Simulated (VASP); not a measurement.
Ta:

```xyz
1
Lattice="-1.6756 1.6756 1.6756 1.6756 -1.6756 1.6756 1.6756 1.6756 -1.6756" Properties=species:S:1:pos:R:3 pbc="T T T"
Ta    0.0000    0.0000    0.0000
```

```yaml
Program: VASP 6.6.1
Task: relaxation of cell and atoms
Functional: PBEsol
Potentials_or_basis: VASP PAW PBE potentials, release 64 (Ta_pv)
Cutoff: 500 eV
k_mesh: 8 × 8 × 8
Occupations: gaussian, width 0.1 eV
Spin: no spin polarisation
```

At the start: pressure -13.5 GPa; volume 18.82 Å³/atom.

**Question.** Where does the relaxation end?

**Answer.** Over 4 steps the energy falls by 58.0 meV/atom and the volume is 17.54 Å³/atom (-6.8 %); space group Im-3m (No. 229, to 0.05 Å).

Step by step:
| step | energy change (eV) | largest force (eV/Å) | pressure (GPa) | volume (Å³) |
| --- | --- | --- | --- | --- |
| 1 | 0.0000 | 0.0000 | -13.49 | 18.82 |
| 2 | 0.3243 | 0.0000 | 51.38 | 14.82 |
| 3 | -0.0577 | 0.0000 | -1.21 | 17.62 |
| 4 | -0.0580 | 0.0000 | -0.20 | 17.54 |

Final structure:
```cif
data_structure
_symmetry_space_group_name_H-M 'P 1'
_symmetry_Int_Tables_number 1
_cell_length_a 2.8352
_cell_length_b 2.8352
_cell_length_c 2.8352
_cell_angle_alpha 109.471
_cell_angle_beta 109.471
_cell_angle_gamma 109.471
_cell_volume 17.54
loop_
_atom_site_label
_atom_site_type_symbol
_atom_site_fract_x
_atom_site_fract_y
_atom_site_fract_z
_atom_site_occupancy
Ta1 Ta 0.00000 0.00000 0.00000 1
```

Caveat: the PAW data sets were made with another functional, which shifts forces and pressure a little.
